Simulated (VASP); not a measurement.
K2S: single point with HSE06

Crystal: K2S.

```
K S
1.0
     0.00000    3.71107    3.71107
     3.71107    0.00000    3.71107
     3.71107    3.71107    0.00000
K S
2 1
Direct
  0.75000 0.75000 0.75000
  0.25000 0.25000 0.25000
  0.00000 0.00000 0.00000
```

- Program: VASP 6.6.1
- Task: single point
- Functional: HSE06
- Potentials or basis: VASP PAW PBE potentials, release 64 (K_sv, S)
- Cutoff: 400 eV
- k mesh: 4 × 4 × 4
- Occupations: fermi-dirac, width 0.02 eV
- Spin: no spin polarisation
- Dipole correction: no
- Grid for exact exchange (PRECFOCK): Normal
- Further INCAR settings: ALGO = Normal; EDIFF = 1e-06; NBANDS = 19
- Share of exact exchange: 0.25
- Screening parameter: 0.2079 1/Å

| Property | Result |
| --- | --- |
| Pressure | 0.1 GPa |
| Band gap on the k mesh | 3.29 eV (least direct gap 3.46 eV) |

Levels at points of the mesh, in eV from the valence-band top:
| k point | band 8 | band 9 | band 10 | band 11 | band 12 | band 13 | band 14 | band 15 | band 16 | band 17 |
| --- | --- | --- | --- | --- | --- | --- | --- | --- | --- | --- |
| (0.00, 0.00, 0.00) | -13.59 | -10.60 | -0.18 | -0.18 | -0.18 | 3.29 | 6.69 | 6.69 | 8.73 | 8.73 |
| (0.50, 0.00, 0.00) | -13.71 | -10.38 | -0.63 | -0.06 | -0.06 | 5.70 | 6.04 | 6.94 | 6.94 | 8.95 |
| (0.50, 0.50, 0.00) | -13.52 | -10.32 | -0.76 | 0.00 | 0.00 | 4.43 | 6.44 | 7.78 | 7.99 | 8.82 |

Run time: 21 min on 1 thread of Intel(R) Xeon(R) Platinum 8375C CPU @ 2.90GHz (Ice Lake) (shared host), peak memory 0.32 GiB.

Caveat: the PAW data sets were made with another functional, which shifts forces and pressure a little. A k mesh can miss the band edges.
